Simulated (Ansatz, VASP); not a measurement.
**One calculation of TaN, two programs**

The input INCAR:

```
PREC = Accurate ; ENCUT = 520
EDIFF = 1E-7 ; ISMEAR = 0
SIGMA = 0.15 ; LREAL = False
LASPH = True ; NELM = 100
ALGO = Normal ; ISIF = 2
LWAVE = False ; LCHARG = False
GGA = CA ; NBANDS = 15
```

File KPOINTS:

```
Automatic mesh
0
Gamma
  18 18 18
```

File POSCAR:

```
TaN
1.0
    0.0000000000      2.1453515913      2.1742693740
    2.1453515913      0.0000000000      2.1742693740
    2.1453515913      2.1453515913      0.0000000000
Ta N
1 1
Direct
    0.5000000000      0.5000000000      0.5000000000
    0.0000000000      0.0000000000      0.0000000000
```

Input for Ansatz:

```yaml
crystal:
  lattice:
    - [0.0, 2.1453515913, 2.174269374]
    - [2.1453515913, 0.0, 2.174269374]
    - [2.1453515913, 2.1453515913, 0.0]
  atoms:
    - { symbol: Ta, position: [0.5, 0.5, 0.5] }
    - { symbol: "N", position: [0.0, 0.0, 0.0] }
basis:
  ecutwfc: 520.0
kpoints:
  mp_grid: { grid: [18, 18, 18] }
hamiltonian:
  xc: lda
scf:
  occupations: { method: gaussian, width: 0.15 }
output:
  forces: true
  stress: true
  eigenvalues: true
```

Change from the starting cell: mode 4 frozen in at +0.000 Å, equal normal strain along x and y -0.0133.

Alike in both runs: task single point; functional LDA; k mesh 18 × 18 × 18; occupations gaussian, width 0.15 eV; no spin polarisation.

|  | VASP | Ansatz |
| --- | --- | --- |
| version | VASP 6.6.1 | Ansatz 0.2.0 |
| potentials or method | VASP PAW LDA potentials, release 64 (Ta_pv, N), cutoff 520 eV | scalar-relativistic, plane waves, PAW |
| valence electrons in the cell | 16 | 18 |

```tsv
	VASP	Ansatz	Ansatz less VASP
gap on the k mesh at the Fermi level (eV)	none	none	-
pressure (GPa)	13.1	10.8	-2.28
traceless stress, the component that is largest in VASP (GPa)	-6.88	-6.78	+0.097
```

LDA's correlation is that of Perdew and Zunger in VASP and of Perdew and Wang (1992) in Ansatz. A gap of «none» marks a metal or a gap that the smearing closes. VASP's potentials hold 16 valence electrons a cell and Ansatz's 18, so a difference there can come from the potentials and not from the codes.

Neither program's run includes spin-orbit coupling.
